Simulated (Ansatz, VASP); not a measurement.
One calculation of TiSe2, two programs

```xyz
3
Lattice="3.4791 0.0000 0.0000 -1.7396 3.0130 0.0000 0.0000 0.0000 5.8731" Properties=species:S:1:pos:R:3 pbc="T T T"
Ti    0.0000    0.0000    0.0000
Se    0.0000    2.0087    1.5562
Se    1.7396    1.0043    4.3169
```

Alike in both runs: functional PBE; dispersion D3(BJ); k mesh 15 × 15 × 8; occupations fermi-dirac, width 0.15 eV; no spin polarisation.

Ansatz relaxed the structure, and its values are those at the end. VASP's run is a single point on that final structure, the one shown.

|  | VASP | Ansatz |
| --- | --- | --- |
| version | VASP 6.6.1 | Ansatz 0.2.0 |
| potentials or method | VASP PAW PBE potentials, release 64 (Ti_sv, Se), cutoff 500 eV | scalar-relativistic, plane waves, PAW |
| valence electrons in the cell | 24 | 44 |

|  | VASP | Ansatz | Ansatz less VASP |
| --- | --- | --- | --- |
| gap on the k mesh at the Fermi level (eV) | none | none | - |
| pressure (GPa) | 0.1 | 0.0 | -0.09 |
| rms of the force components (eV/Å) | 0.009 | 0.000 | -0.0086 |

A gap of «none» marks a metal or a gap that the smearing closes. VASP's potentials hold 24 valence electrons a cell and Ansatz's 44, so a difference there can come from the potentials and not from the codes.
